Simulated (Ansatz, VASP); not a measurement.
## Re in VASP and in Ansatz

The input INCAR:

```
SYSTEM = Re
  PREC = Accurate
  ENCUT = 520
  EDIFF = 1E-8
  ISMEAR = -1
  SIGMA = 0.05
  LREAL = .False.
  LASPH = .True.
  NELM = 80
  ALGO = Normal
  ISIF = 2
  LWAVE = .False.
  LCHARG = .False.
  GGA = PS
  LEFG = .True.
  NBANDS = 14
```

KPOINTS

```
Automatic mesh
0
Gamma
  18 18 10
  0 0 0
```

POSCAR

```
Re
1.0
    2.5497657329      0.0000000000      0.0000000000
   -1.2748828664      2.2081618983      0.0000000000
    0.0000000000      0.0000000000      4.0770373845
Re
2
Direct
    0.3333333333      0.6666666667      0.2500000000
    0.6666666667      0.3333333333      0.7500000000
```

Input for Ansatz:

```yaml
crystal:
  lattice:
    - [2.5497657329, 0.0, 0.0]
    - [-1.2748828664, 2.2081618983, 0.0]
    - [0.0, 0.0, 4.0770373845]
  atoms:
    - { symbol: Re, position: [0.3333333333, 0.6666666667, 0.25] }
    - { symbol: Re, position: [0.6666666667, 0.3333333333, 0.75] }
kpoints:
  mp_grid: { grid: [18, 18, 10] }
scf:
  occupations: { method: fermi_dirac, width: 0.05 }
hamiltonian:
  xc: pbesol
  pseudopotentials: { kind: paw }
output:
  forces: true
  stress: true
  eigenvalues: true
  efg: { contact_densities: true }
```

Change from the starting cell: volume scaled by 0.94, PAW files.

Alike in both runs: task electric field gradients; functional PBEsol; k mesh 18 × 18 × 10; occupations fermi-dirac, width 0.05 eV; no spin polarisation.

|  | VASP | Ansatz |
| --- | --- | --- |
| version | VASP 6.6.1 | Ansatz 0.2.0 |
| potentials or method | VASP PAW PBE potentials, release 64 (Re) | PAW with Ansatz's default frozen-core files, scalar-relativistic |
| plane-wave cutoff (eV) | 520 | 420 |
| valence electrons in the cell | 14 | 30 |

```tsv
	VASP	Ansatz	Ansatz less VASP
pressure (GPa)	159.6	154.2	-5.39
traceless stress, the component that is largest in VASP (GPa)	6.15	6.10	-0.054
size of Vzz on the site where it differs most (V/Å²)	109.9	84.1	-25.78
```

VASP's potentials were made for PBE, not for PBEsol. Both programs put the cell under a high pressure, so it lies far from rest at this level. With one functional, cell and mesh, what is left measures potentials, basis and numerics. VASP's potentials hold 14 valence electrons a cell and Ansatz's 30, so a difference there can come from the potentials and not from the codes.

Neither program's run includes spin-orbit coupling. Noted on VASP's run: the cell as given lies far from equilibrium.
